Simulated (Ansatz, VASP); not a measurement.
**One calculation of Pt, two programs**

```
Pt
1.0
     5.18676    0.00000    0.00000
     0.00000    5.18676    0.00000
     0.00000    0.00000    5.18676
Pt
7
Direct
  0.50000 0.50000 0.00000
  0.00000 0.50000 0.50000
  0.50000 0.00000 0.50000
  0.50000 0.50000 0.50000
  0.50000 0.00000 0.00000
  0.00000 0.50000 0.00000
  0.00000 0.00000 0.50000
```

Alike in both runs: functional PBE; k mesh 4 × 4 × 4; occupations gaussian, width 0.1 eV; no spin polarisation.

Ansatz relaxed the structure, and its values are those at the end. VASP's run is a single point on that final structure, the one shown.

```csv
,VASP,Ansatz
version,VASP 6.6.1,Ansatz 0.2.0
potentials or method,"VASP PAW PBE potentials, release 64 (Pt), cutoff 520 eV","scalar-relativistic, plane waves, PAW"
valence electrons in the cell,70,126
```

Ansatz gave:

```
gap on the k mesh at the Fermi level (eV) : none
pressure (GPa)                            : -0.2
```

**Question.** Estimate VASP's values.

**Answer.** gap on the k mesh at the Fermi level (eV): none; pressure (GPa): -0.6.

A gap of «none» marks a metal or a gap that the smearing closes. With one functional, cell and mesh, what is left measures potentials, basis and numerics. VASP's potentials hold 70 valence electrons a cell and Ansatz's 126, so a difference there can come from the potentials and not from the codes.

Neither program's run includes spin-orbit coupling.
